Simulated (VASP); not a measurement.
Set up this calculation in VASP 6.6.1, as the native input.

| Property | Result |
| --- | --- |
| Task | relaxation of cell and atoms |
| Functional | PBE |
| Dispersion | D3(BJ) |
| Potentials or basis | VASP PAW PBE potentials, release 64 (Nb_sv) |
| Cutoff | 600 eV |
| k mesh | 18 × 18 × 18 |
| Occupations | gaussian, width 0.1 eV |
| Spin | no spin polarisation |
| Dipole correction | no |
| Further INCAR settings | ALGO = Fast; EDIFF = 1e-06; IBRION = 2; EDIFFG = -0.005; NSW = 70; ISIF = 3 |

The structure of Nb lies in POSCAR:

```
Nb
1.0
   -1.6555580006      1.6555580006      1.6555580006
    1.6555580006     -1.6555580006      1.6555580006
    1.6555580006      1.6555580006     -1.6555580006
Nb
1
Direct
    0.0000000000      0.0000000000      0.0000000000
```

The input as run:

INCAR

```
SYSTEM = Nb
PREC = Accurate
ENCUT = 600
EDIFF = 1E-6
ISMEAR = 0
SIGMA = 0.1
LREAL = .FALSE.
LASPH = .TRUE.
NELM = 80
ALGO = Fast
ISIF = 3
LWAVE = .FALSE.
LCHARG = .FALSE.
GGA = PE
IVDW = 12
IBRION = 2
NSW = 70
EDIFFG = -0.005
```

KPOINTS

```
regular mesh
0
G
  18 18 18
  0 0 0
```

Potentials or basis: VASP PAW PBE potentials, release 64 (Nb_sv).

The run is started by

```console
$ cat potpaw_PBE.64/Nb_sv/POTCAR > POTCAR
$ mpirun -np 1 vasp_std > vasp.out
```

Results of the run:

```
Relaxed volume                         : 17.40 Å³/atom
Relaxed cell                           : a = 2.828 Å, b = 2.828 Å, c = 2.828 Å, α = 109.47°, β = 109.47°, γ = 109.47°
Space group after relaxing (to 0.05 Å) : Im-3m (No. 229)
Energy gained by relaxing              : 17.0 meV/atom
Ionic steps                            : 8
Pressure after relaxing                : 0.0 GPa
Dispersion energy per atom             : -0.763 eV
```

Caveat: pairwise dispersion overbinds metals, which lowers pressure and volume.

It used 800 s of CPU time on 1 thread of AMD EPYC 7R13 Processor (Zen 3), on a shared host.
